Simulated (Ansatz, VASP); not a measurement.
Mg: VASP beside Ansatz

```
CELL_PARAMETERS angstrom
3.25153 0.00000 0.00000
-1.62577 2.81591 0.00000
0.00000 0.00000 5.27886
ATOMIC_POSITIONS crystal
Mg 0.66667 0.33333 0.75000
Mg 0.33333 0.66667 0.25000
```

Alike in both runs: task single point; functional b88 exchange, pbe correlation; k mesh 10 × 10 × 5; occupations fermi-dirac, width 0.05 eV; no spin polarisation.

|  | VASP | Ansatz |
| --- | --- | --- |
| version | VASP 6.6.1 | Ansatz 0.2.0 |
| potentials or method | VASP PAW PBE potentials, release 64 (Mg) | Ansatz PAW |
| plane-wave cutoff (eV) | 600 | 420 |
| valence electrons in the cell | 4 | 20 |

Ansatz gave:

```
gap on the k mesh at the Fermi level (eV)                     : none
pressure (GPa)                                                : -1.2
traceless stress, the component that is largest in VASP (GPa) : 0.81
```

Task: Which values does VASP return?

Result: gap on the k mesh at the Fermi level (eV): none; pressure (GPa): -1.4; traceless stress, the component that is largest in VASP (GPa): 0.81.

VASP's potentials were made for PBE, not for b88 exchange, pbe correlation. A gap of «none» marks a metal or a gap that the smearing closes. VASP's potentials hold 4 valence electrons a cell and Ansatz's 20, so a difference there can come from the potentials and not from the codes.
